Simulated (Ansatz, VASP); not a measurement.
NbTe: VASP beside Ansatz

Contents of POSCAR:

```
NbTe
1.0
    0.0000000000      2.9557230600      2.9557230600
    2.9557230600      0.0000000000      2.9557230600
    2.9557230600      2.9557230600      0.0000000000
Nb Te
1 1
Direct
    0.5000000000      0.5000000000      0.5000000000
    0.0000000000      0.0000000000      0.0000000000
```

File INCAR.step1:

```
SYSTEM = NbTe
PREC = Accurate ; ENCUT = 520
ISMEAR = 0 ; SIGMA = 0.05
LREAL = .FALSE. ; LASPH = .TRUE.
NELM = 60 ; NBANDS = 16
GGA = PE ; ALGO = Normal
EDIFF = 1E-4 ; LWAVE = .TRUE.
LCHARG = .FALSE.
```

File INCAR.step2:

```
SYSTEM = NbTe
PREC = Accurate ; ENCUT = 520
EDIFF = 1E-6 ; ISMEAR = 0
SIGMA = 0.05 ; LREAL = .FALSE.
LASPH = .TRUE. ; NELM = 60
ALGO = Normal ; ISIF = 2
LWAVE = .FALSE. ; LCHARG = .FALSE.
METAGGA = R2SCAN ; LMIXTAU = .TRUE.
NBANDS = 16 ; ISTART = 1
```

KPOINTS

```
regular mesh
0
G
  10 10 10
  0 0 0
```

Input for Ansatz:

```yaml
crystal:
  lattice:
    - [0.0, 2.95572306, 2.95572306]
    - [2.95572306, 0.0, 2.95572306]
    - [2.95572306, 2.95572306, 0.0]
  atoms:
    - { symbol: Nb, position: [0.5, 0.5, 0.5] }
    - { symbol: Te, position: [0.0, 0.0, 0.0] }
basis:
  ecutwfc: 500
  ecutrho_ratio: 4
kpoints:
  mp_grid: { grid: [10, 10, 10] }
hamiltonian:
  xc: r2scan
scf:
  occupations: { method: gaussian, width: 0.05 }
output:
  forces: true
  stress: true
  eigenvalues: true
```

Alike in both runs: task single point; functional r2SCAN; k mesh 10 × 10 × 10; occupations gaussian, width 0.05 eV; no spin polarisation.

|  | VASP | Ansatz |
| --- | --- | --- |
| version | VASP 6.6.1 | Ansatz 0.2.0 |
| potentials or method | VASP PAW PBE potentials, release 64 (Nb_sv, Te), cutoff 520 eV | scalar-relativistic, plane waves, PAW |
| valence electrons in the cell | 19 | 29 |

```csv
,VASP,Ansatz,Ansatz less VASP
gap on the k mesh at the Fermi level (eV),none,none,-
pressure (GPa),-9.6,-9.5,+0.04
```

VASP's potentials were made for PBE, not for r2SCAN. A gap of «none» marks a metal or a gap that the smearing closes. VASP's potentials hold 19 valence electrons a cell and Ansatz's 29, so a difference there can come from the potentials and not from the codes.

Spin-orbit coupling is off throughout.
